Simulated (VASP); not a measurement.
# PbS (Fm-3m) in VASP: single point with HSE06

Aim: the single point of PbS with HSE06.

All numbers are computed with VASP 6.6.1; they aren't measurements. Logs are shortened: lines on timing, memory, paths and dates and some standing lists are left out, and cuts for length are marked.

**1. The cell of the first run**

It takes space group Fm-3m (No. 225, cubic). Conventional cell: a = 6.064 Å, b = 6.064 Å, c = 6.064 Å, α = 90.00°, β = 90.00°, γ = 90.00°. Within 4.0 Å of Pb (site symmetry m-3m) lie 6 S at 3.03 Å. Within 4.0 Å of S (site symmetry m-3m) lie 6 Pb at 3.03 Å.

**2. Single point, HSE06 (strain +1.5%)**

File POSCAR:

```
PbS
1.0
    0.0000000000      3.0320411529      3.0320411529
    3.0320411529      0.0000000000      3.0320411529
    3.0320411529      3.0320411529      0.0000000000
Pb S
1 1
Direct
    0.0000000000      0.0000000000      0.0000000000
    0.5000000000      0.5000000000      0.5000000000
```

File INCAR.step1:

```
ALGO = Normal ; EDIFF = 1E-5
ENCUT = 520 ; GGA = PE
ISIF = 2 ; ISMEAR = 0
LASPH = T ; LCHARG = F
LREAL = F ; LWAVE = T
NBANDS = 17 ; NELM = 60
PREC = Accurate ; SIGMA = 0.01
```

File INCAR.step2:

```
ALGO = Normal ; EDIFF = 1E-6
ENCUT = 520 ; GGA = PE
HFSCREEN = 0.2079 ; ISIF = 2
ISMEAR = 0 ; ISTART = 1
LASPH = T ; LCHARG = F
LHFCALC = T ; LREAL = F
LWAVE = F ; NBANDS = 17
NELM = 60 ; PREC = Accurate
PRECFOCK = Normal ; SIGMA = 0.01
```

File KPOINTS:

```
k-points
0
Gamma
  6 6 6
```

Potentials or basis: VASP PAW PBE potentials, release 64 (Pb_d, S).

Started as:

```
cat potpaw_PBE.64/Pb_d/POTCAR potpaw_PBE.64/S/POTCAR > POTCAR
cp INCAR.step1 INCAR
mpirun -np 1 vasp_std > vasp.out
cp INCAR.step2 INCAR
mpirun -np 1 vasp_std > vasp.out
```

OUTCAR:

```text
EDIFF = 1E-6
   ENCUT = 520
   GGA = PE
   HFSCREEN = 0.2079
   ISIF = 2
   ISMEAR = 0
   ISTART = 1
   LASPH = T
   LHFCALC = T
   LREAL = F
   NELM = 60
   PREC = Accurate
   PRECFOCK = Normal

 ion  position               nearest neighbor table
   1  0.000  0.000  0.000-   2 3.03   2 3.03   2 3.03   2 3.03   2 3.03   2 3.03
   2  0.500  0.500  0.500-   1 3.03   1 3.03   1 3.03   1 3.03   1 3.03   1 3.03

  LATTYP: Found a face centered cubic cell.
 ALAT       =     6.0640823058

  Lattice vectors:

 A1 = (   0.0000000000,   3.0320411529,   3.0320411529)
 A2 = (   3.0320411529,   0.0000000000,   3.0320411529)
 A3 = (   3.0320411529,   3.0320411529,   0.0000000000)

Analysis of symmetry for initial positions (statically):
=====================================================================
 Subroutine PRICEL returns:
 Original cell was already a primitive cell.

 Routine SETGRP: Setting up the symmetry group for a
 face centered cubic supercell.

 Subroutine GETGRP returns: Found 48 space group operations
 (whereof 48 operations were pure point group operations)
 out of a pool of 48 trial point group operations.

The static configuration has the point symmetry O_h .

Analysis of symmetry for dynamics (positions and initial velocities):
=====================================================================
 Subroutine PRICEL returns:
 Original cell was already a primitive cell.

 Routine SETGRP: Setting up the symmetry group for a
 face centered cubic supercell.

 Subroutine GETGRP returns: Found 48 space group operations
 (whereof 48 operations were pure point group operations)
 out of a pool of 48 trial point group operations.

The dynamic configuration has the point symmetry O_h .

 Subroutine INISYM returns: Found 48 space group operations
 (whereof 48 operations are pure point group operations),
 and found     1 'primitive' translations

----------------------------------------------------------------------------------------

                                     Primitive cell

  volume of cell :      55.7488

  direct lattice vectors                    reciprocal lattice vectors
[... 80 lines left out ...]
   EDIFFG = 0.1E-04   stopping-criterion for IOM
   NSW    =      0    number of steps for IOM
   IBRION =     -1    ionic relax: 0-MD 1-quasi-New 2-CG
   NFREE  =      0    steps in history (QN), initial steepest desc. (CG)
   ISIF   =      2    stress and relaxation
   ISYM   =      3    0-nonsym 1-usesym 2-fastsym
   POTIM  = 0.5000    time-step for ionic-motion
   TEBEG  =    0.0;   TEEND  =   0.0 temperature during run
   PSTRESS=    0.0 pullay stress
   NELECT =      20.0000    total number of electrons
   NUPDOWN=      -1.0000    fix difference up-down
   EMIN   =  10.00;   EMAX   =-10.00  energy-range for DOS
   EFERMI =   0.00;   METHOD = LEGACY
   ISMEAR =     0;   SIGMA  =   0.01  broadening in eV -4-tet -1-fermi 0-gaus
   EFERMI_NEDOS =   21; number of points for ismear=-14 and -15
   IALGO  =     38    algorithm
   IMIX   =      1    mixing-type and parameters
     AMIX     =   0.40;   BMIX     =  1.00
     AMIX_MAG =   1.60;   BMIX_MAG =  1.00
  volume/ion in A,a.u.               =      27.87       188.11
  Fermi-wavevector in a.u.,A,eV,Ry     =   1.163250  2.198224 18.410732  1.353151
  Thomas-Fermi vector in A             =   2.299802
   LORBIT       =      0    0 simple, 1 ext, 2 COOP (PROOUT), +10 PAW based schemes
   GGA     = PE    functional components
   LHFCALC =     T    Hartree Fock is set to
   PRECFOCK=normal    Normal, Fast or Accurate (Low or Medium for compatibility)
   ENCUT4O =  -1.0   cutoff for four orbital integrals eV
   NKREDX  =     1    reduce k-point grid by
   NKREDY  =     1    reduce k-point grid by
   NKREDZ  =     1    reduce k-point grid by
   AEXX    =    0.2500 exact exchange contribution
   HFSCREEN=    0.2079 screening length (either q_TF or 0.3 A-1)
   HFSCREENC=   0.2079 screening length for correlation (either q_TF or 0.3 A-1)
   ENCUTFOCK=  -1.0 apply spherical cutoff to Coloumb kernel
   IVDW    =     0    specifies the selected vdW correction
   LEPSILON=     F    determine dielectric tensor
   LRPA    =     F    only Hartree local field effects (RPA)
 non-spin polarized calculation
 Gauss-broadening in eV      SIGMA  =   0.01
  energy-cutoff  :      520.00
  volume of cell :       55.75
 maximum number of plane-waves:      1524
  NGX = 24; NGY = 24; NGZ = 24

 number of electron      20.0000006 magnetization

 Free energy of the ion-electron system (eV)
  ---------------------------------------------------
  ext. energy  EPLUGINS =         0.00000000
  ---------------------------------------------------
  free energy    TOTEN  =       -10.38666857 eV

  energy without entropy =      -10.38666857  energy(sigma->0) =      -10.38666857

 E-fermi :   4.6848     XC(G=0):  -7.8021

 val. band max:        4.6056649149   @ k =   0.5000   0.0000   0.0000
 cond. band min:       5.6580186385   @ k =   0.5000   0.0000   0.0000
 fundamental gap:      1.0523537236
 Fermi energy:         4.6848393443

 k-point     1 :       0.0000    0.0000    0.0000
  band No.  band energies     occupation
      1     -13.8154      2.00000
      2     -13.8154      2.00000
      3     -13.8154      2.00000
      4     -13.8078      2.00000
      5     -13.8078      2.00000
      6      -9.8425      2.00000
[... 297 lines left out ...]
      4     -13.7860      2.00000
      5     -13.7690      2.00000
      6      -8.2914      2.00000
[... 9 lines left out ...]
     16      17.3424      0.00000
     17      18.0766      0.00000

------------------------ aborting loop because EDIFF is reached ----------------------------------------

  FORCE on cell =-STRESS in cart. coord.  units (eV):
  Direction    XX          YY          ZZ          XY          YZ          ZX
  --------------------------------------------------------------------------------------
  -------------------------------------------------------------------------------------
  Total       -0.8951747     -0.8951747     -0.8951747      0.0000000      0.0000000     -0.0000000
  in kB      -25.7266435    -25.7266435    -25.7266435      0.0000000      0.0000000     -0.0000000
  external PRESSURE =     -25.7266435 kB  Pullay stress =       0.0000000 kB

 VOLUME and BASIS-vectors are now :
 -----------------------------------------------------------------------------
  energy-cutoff  :      520.00
  volume of cell :       55.75
      direct lattice vectors                 reciprocal lattice vectors
     0.000000000  3.032041153  3.032041153    -0.164905413  0.164905413  0.164905413
     3.032041153  0.000000000  3.032041153     0.164905413 -0.164905413  0.164905413
     3.032041153  3.032041153  0.000000000     0.164905413  0.164905413 -0.164905413

 POSITION                                       TOTAL-FORCE (eV/Angst)
 -----------------------------------------------------------------------------------
      0.00000      0.00000      0.00000         0.000000     -0.000000     -0.000000
      3.03204      3.03204      3.03204        -0.000000      0.000000      0.000000
 -----------------------------------------------------------------------------------
    total drift:                               -0.000000      0.000000     -0.000001

  FREE ENERGIE OF THE ION-ELECTRON SYSTEM (eV)
  ---------------------------------------------------
  free  energy   TOTEN  =       -10.3866685709 eV

  energy  without entropy=      -10.3866685709  energy(sigma->0) =      -10.38666857
```

It took 89 min on 1 thread of Oxide Virtual Turin-like, shared host; peak memory 0.28 GiB.

What came out:

- Free energy: -10.3867 eV
- Pressure: -2.6 GPa
- Band gap on the k mesh: 1.05 eV

Levels at points of the mesh, in eV from the valence-band top:
```tsv
k point	band 7	band 8	band 9	band 10	band 11	band 12	band 13	band 14
(0.00, 0.00, 0.00)	-6.46	-2.12	-2.12	-2.12	5.92	5.92	5.92	7.66
(0.50, 0.00, 0.00)	-9.18	-1.77	-1.77	0.00	1.05	2.70	2.70	9.45
(0.50, 0.50, 0.00)	-7.53	-5.17	-3.40	-3.40	4.74	6.31	6.39	6.39
```

Caveat: the cell differs from its parent crystal (strain +1.5%); the PAW data sets were made with another functional, which shifts forces and pressure a little; spin-orbit coupling is left out, which moves the levels of the heavy elements.
